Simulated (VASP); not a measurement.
Write the native input for VASP 6.6.1 that does the following.

```yaml
Task: single point
Functional: PBE
Potentials_or_basis: VASP PAW PBE potentials, release 64 (B, As)
Cutoff: 520 eV
k_mesh: 12 × 12 × 12
Occupations: gaussian, width 0.1 eV
Spin: no spin polarisation
Dipole_correction: no
Further_INCAR_settings: ALGO = Normal; EDIFF = 1e-06; NBANDS = 15
```

The structure of B3As lies in POSCAR:

```
B3As
1.0
    3.6906650206      0.0000000000      0.0000000000
    0.0000000000      3.6906650206      0.0000000000
    0.0000000000      0.0000000000      3.6906650206
B As
3 1
Direct
    0.0000000000      0.5000000000      0.5000000000
    0.5000000000      0.0000000000      0.5000000000
    0.5000000000      0.5000000000      0.0000000000
    0.0000000000      0.0000000000      0.0000000000
```

This cell differs from its parent crystal: In replaced by B, lengths x 0.808, strained.

The input as run:

INCAR

```
  PREC = Accurate
  ENCUT = 520
  EDIFF = 1E-6
  ISMEAR = 0
  SIGMA = 0.1
  LREAL = False
  LASPH = True
  NELM = 100
  ALGO = Normal
  ISIF = 2
  LWAVE = False
  LCHARG = False
  GGA = PE
  NBANDS = 15
```

KPOINTS

```
Automatic mesh
0
Gamma
  12 12 12
```

Potentials or basis: VASP PAW PBE potentials, release 64 (B, As).

Run with:

```console
$ cat potpaw_PBE.64/B/POTCAR potpaw_PBE.64/As/POTCAR > POTCAR
$ mpirun -np 1 vasp_std > vasp.out
```

It gave:

| Item | Value |
| --- | --- |
| Pressure | -17.8 GPa |
| Band gap on the k mesh | zero (band 7 reaches 6.17 eV, above the bottom of band 8 at 0.47 eV) |

Caveat: the cell differs from its parent crystal (In replaced by B, lengths x 0.808, strained).

Wall time 42 s on 1 thread of AMD EPYC 7R13 Processor (Zen 3), on a shared host, peak memory 0.16 GiB.
